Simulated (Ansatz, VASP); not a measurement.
# One calculation of Sc3Al, two programs

The input INCAR:

```
PREC     = Accurate       # precision mode
ENCUT    = 520            # plane-wave cutoff, eV
EDIFF    = 1E-6           # SCF threshold, eV
ISMEAR   = 0              # smearing method
SIGMA    = 0.15           # smearing width, eV
LREAL    = F              # projectors in reciprocal space
LASPH    = T              # aspherical terms in the spheres
NELM     = 60             # most SCF steps
ALGO     = Fast           # electronic algorithm
ISIF     = 2              # what is computed and relaxed
LWAVE    = F              # write WAVECAR
LCHARG   = T              # write CHGCAR
GGA      = PS             # functional
LELF     = T              # ELF
LVHAR    = T            
NBANDS   = 26             # bands
```

The input KPOINTS:

```
Automatic mesh
0
Gamma
  12 12 12
```

Contents of POSCAR:

```
Sc3Al
1.0
    4.3747949987      0.0000000000      0.0000000000
    0.0000000000      4.3747949987      0.0000000000
    0.0000000000      0.0000000000      4.3747949987
Sc Al
3 1
Direct
    0.5000000000      0.0000000000      0.5000000000
    0.0000000000      0.5000000000      0.5000000000
    0.5000000000      0.5000000000      0.0000000000
    0.0000000000      0.0000000000      0.0000000000
```

Input for Ansatz:

```yaml
crystal:
  lattice:
    - [4.3747949987, 0.0, 0.0]
    - [0.0, 4.3747949987, 0.0]
    - [0.0, 0.0, 4.3747949987]
  atoms:
    - { symbol: Sc, position: [0.5, 0.0, 0.5] }
    - { symbol: Sc, position: [0.0, 0.5, 0.5] }
    - { symbol: Sc, position: [0.5, 0.5, 0.0] }
    - { symbol: Al, position: [0.0, 0.0, 0.0] }
basis:
  ecutwfc: 420
kpoints:
  mp_grid: { grid: [12, 12, 12] }
hamiltonian:
  xc: pbesol
scf:
  occupations: { method: gaussian, width: 0.15 }
output:
  forces: true
  stress: true
  eigenvalues: true
```

Alike in both runs: task single point; functional PBEsol; k mesh 12 × 12 × 12; occupations gaussian, width 0.15 eV; no spin polarisation.

|  | VASP | Ansatz |
| --- | --- | --- |
| version | VASP 6.6.1 | Ansatz 0.2.0 |
| potentials or method | VASP PAW PBE potentials, release 64 (Sc_sv, Al), cutoff 520 eV | scalar-relativistic, plane waves, PAW |
| valence electrons in the cell | 36 | 36 |

```tsv
	VASP	Ansatz	Ansatz less VASP
gap on the k mesh at the Fermi level (eV)	none	none	-
pressure (GPa)	0.1	0.0	-0.06
```

VASP's potentials were made for PBE, not for PBEsol. A gap of «none» marks a metal or a gap that the smearing closes. With one functional, cell and mesh, what is left measures potentials, basis and numerics.
